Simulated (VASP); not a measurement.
Set up this calculation in VASP 6.6.1, as the native input.

| Quantity | Value |
| --- | --- |
| Task | single point |
| Functional | PBE |
| Potentials or basis | VASP PAW PBE potentials, release 64 (Ba_sv, Ge_d, P) |
| Cutoff | 520 eV |
| k mesh | 8 × 8 × 8 |
| Occupations | gaussian, width 0.1 eV |
| Spin | no spin polarisation |
| Dipole correction | no |
| Further INCAR settings | ALGO = Normal; EDIFF = 1e-06; NBANDS = 31 |

The structure of BaGeP4 lies in POSCAR:

```
BaGeP4
1.0
    0.0000000000      4.0258073768      4.0258073768
    4.0258073768      0.0000000000      4.0258073768
    4.0258073768      4.0258073768      0.0000000000
Ba Ge P
1 1 4
Direct
    0.0000000000      0.0000000000      0.0000000000
    0.7500000000      0.7500000000      0.7500000000
    0.8046115595      0.3984628135      0.3984628135
    0.3984628135      0.3984628135      0.3984628135
    0.3984628135      0.8046115595      0.3984628135
    0.3984628135      0.3984628135      0.8046115595
```

The cell was generated, and may not be a known phase.

These files were run (other wordings do the same):

INCAR

```
PREC = Accurate
ENCUT = 520
EDIFF = 1E-6
ISMEAR = 0
SIGMA = 0.1
LREAL = False
LASPH = True
NELM = 100
ALGO = Normal
ISIF = 2
LWAVE = False
LCHARG = False
GGA = PE
NBANDS = 31
```

KPOINTS

```
regular mesh
0
Gamma
  8 8 8
```

Potentials or basis: VASP PAW PBE potentials, release 64 (Ba_sv, Ge_d, P).

The run is started by

```bash
$ cat potpaw_PBE.64/Ba_sv/POTCAR potpaw_PBE.64/Ge_d/POTCAR potpaw_PBE.64/P/POTCAR > POTCAR
$ mpirun -np 1 vasp_std > vasp.out
```

It gave:

```
Pressure               : 0.3 GPa
Largest force          : 0.104 eV/Å
Band gap on the k mesh : zero (bands 22 and 23 overlap by 0.60 eV)
```

Caveat: spin-orbit coupling is left out, which moves the levels of the heavy elements.

Wall time 70 s on 1 thread of AMD EPYC 9R45 96-Core Processor (Zen 5) (shared host), peak memory 0.29 GiB.
